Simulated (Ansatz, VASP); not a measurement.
Two plane-wave programs on Sr

The input INCAR:

```
SYSTEM = Sr
ALGO = Normal
EDIFF = 1E-6
ENCUT = 520
GGA = PE
ISIF = 2
ISMEAR = -1
LASPH = .True.
LCHARG = .True.
LELF = .True.
LREAL = .False.
LVHAR = .True.
LWAVE = .False.
NBANDS = 11
NELM = 80
PREC = Accurate
SIGMA = 0.05
```

File KPOINTS:

```
k-points
0
Gamma
  10 10 10
  0 0 0
```

POSCAR

```
Sr
1.0
    3.0550443344      0.0000000000      0.0000000000
    0.0000000000      3.0550443344      0.0000000000
    0.0000000000      0.0000000000      3.0550443344
Sr
1
Direct
    0.0000000000      0.0000000000      0.0000000000
```

Input for Ansatz:

```yaml
crystal:
  lattice:
    - [3.0550443344, 0.0, 0.0]
    - [0.0, 3.0550443344, 0.0]
    - [0.0, 0.0, 3.0550443344]
  atoms:
    - { symbol: Sr, position: [0.0, 0.0, 0.0] }
kpoints:
  mp_grid: { grid: [10, 10, 10] }
  band_path:
    path:
      - [0.0, 0.0, 0.0]
      - [0.0, 0.5, 0.0]
      - [0.5, 0.5, 0.0]
      - [0.0, 0.0, 0.0]
      - [0.5, 0.5, 0.5]
      - [0.0, 0.5, 0.0]
      - [0.5, 0.5, 0.5]
      - [0.5, 0.5, 0.0]
    npoints: 8
scf:
  occupations: { method: fermi_dirac, width: 0.05 }
hamiltonian:
  xc: pbe
  pseudopotentials: { kind: paw }
output:
  forces: true
  stress: true
  eigenvalues: true
  populations: true
  dos: { projected: true, de: 0.2, e_range: [-14, 8] }
```

Change from the starting cell: volume scaled by 0.5, PAW files.

Alike in both runs: task single point; functional PBE; k mesh 10 × 10 × 10; occupations fermi-dirac, width 0.05 eV; no spin polarisation.

|  | VASP | Ansatz |
| --- | --- | --- |
| version | VASP 6.6.1 | Ansatz 0.2.0 |
| potentials or method | VASP PAW PBE potentials, release 64 (Sr_sv) | PAW with Ansatz's default frozen-core files, scalar-relativistic |
| plane-wave cutoff (eV) | 520 | 420 |
| valence electrons in the cell | 10 | 10 |

VASP gave:

- pressure (GPa): 17.8

**Question.** What did Ansatz give for the same quantities?

**Answer.** Pressure (GPa): 17.5.

With one functional, cell and mesh, what is left measures potentials, basis and numerics.
